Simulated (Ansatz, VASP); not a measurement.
One calculation of IrPt2, two programs

```xyz
3
Lattice="2.7953 0.0000 0.0000 -1.3977 2.4208 0.0000 0.0000 0.0000 6.7642" Properties=species:S:1:pos:R:3 pbc="T T T"
Ir    0.0000    0.0000    0.0000
Pt    0.0000    1.6139    2.2216
Pt    1.3977    0.8069    4.5426
```

Alike in both runs: functional PBE; k mesh 12 × 12 × 6; occupations gaussian, width 0.1 eV; collinear spin.

Ansatz relaxed the structure, and its values are those at the end. VASP's run is a single point on that final structure, the one shown.

|  | VASP | Ansatz |
| --- | --- | --- |
| version | VASP 6.6.1 | Ansatz 0.2.0 |
| potentials or method | VASP PAW PBE potentials, release 64 (Ir, Pt), cutoff 520 eV | scalar-relativistic, plane waves, PAW |
| valence electrons in the cell | 29 | 53 |

|  | VASP | Ansatz | Ansatz less VASP |
| --- | --- | --- | --- |
| gap on the k mesh at the Fermi level (eV) | none | none | - |
| pressure (GPa) | -0.2 | 0.0 | +0.23 |
| rms of the force components (eV/Å) | 0.012 | 0.000 | -0.0121 |
| net moment per atom (μB) | 0.00 | 0.00 | -0.002 |

A gap of «none» marks a metal or a gap that the smearing closes. VASP's potentials hold 29 valence electrons a cell and Ansatz's 53, so a difference there can come from the potentials and not from the codes. Ansatz's warnings: seeded moment not kept.

Spin-orbit coupling is off throughout.
